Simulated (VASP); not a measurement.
Input of a VASP 6.6.1 run:

File INCAR:

```
SYSTEM = Ta
PREC = Accurate ; ENCUT = 520
EDIFF = 1E-6 ; ISMEAR = -1
SIGMA = 0.08 ; LREAL = .False.
LASPH = .True. ; NELM = 60
ALGO = Normal ; ISIF = 2
LWAVE = .False. ; LCHARG = .False.
GGA = PS ; NBANDS = 12
```

KPOINTS

```
regular mesh
0
Gamma
  20 20 20
  0 0 0
```

POSCAR

```
Ta
1.0
   -1.6411552254      1.6411552254      1.6411552254
    1.6411552254     -1.6411552254      1.6411552254
    1.6411552254      1.6411552254     -1.6411552254
Ta
1
Direct
    0.0000000000      0.0000000000      0.0000000000
```

Potentials or basis: VASP PAW PBE potentials, release 64 (Ta_pv).

Launch:

```console
$ cat potpaw_PBE.64/Ta_pv/POTCAR > POTCAR
$ mpirun -np 1 vasp_std > vasp.out
```

(1) Predict the pressure.

(2) Estimate the band gap on the k mesh.

Answers

(1) 0.2 GPa.

(2) zero (an odd number of electrons rules out a gap without spin polarisation).

Caveat: the PAW data sets were made with another functional, which shifts forces and pressure a little; spin-orbit coupling is left out, which moves the levels of the heavy elements.
